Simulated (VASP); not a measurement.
A run of VASP 6.6.1:

Contents of INCAR:

```
SYSTEM = KBr
PREC = Accurate
ENCUT = 520
EDIFF = 1E-7
ISMEAR = 0
SIGMA = 0.05
LREAL = .False.
LASPH = .True.
NELM = 100
ALGO = Normal
ISIF = 2
LWAVE = .False.
LCHARG = .False.
GGA = PE
NBANDS = 15
```

Contents of KPOINTS:

```
Automatic mesh
0
Gamma
  10 10 10
  0 0 0
```

POSCAR

```
KBr
1.0
    0.0000000000      3.3034386186      3.3034386186
    3.3034386186      0.0000000000      3.3034386186
    3.3034386186      3.3034386186      0.0000000000
K Br
1 1
Direct
    0.0000000000      0.0000000000      0.0000000000
    0.5000000000      0.5000000000      0.5000000000
```

Potentials or basis: VASP PAW PBE potentials, release 64 (K_sv, Br).

Run with:

```console
$ cat potpaw_PBE.64/K_sv/POTCAR potpaw_PBE.64/Br/POTCAR > POTCAR
$ mpirun -np 1 vasp_std > vasp.out
```

Hardware: 1 thread of Intel Xeon 8259CL, with other jobs on the host.

Question: How long does it take, and how much memory?

Answer: It took 76 s on 1 thread of Intel Xeon 8259CL, with other jobs on the host, peak memory 0.23 GiB. Counts: scf iterations 13, k points 47.
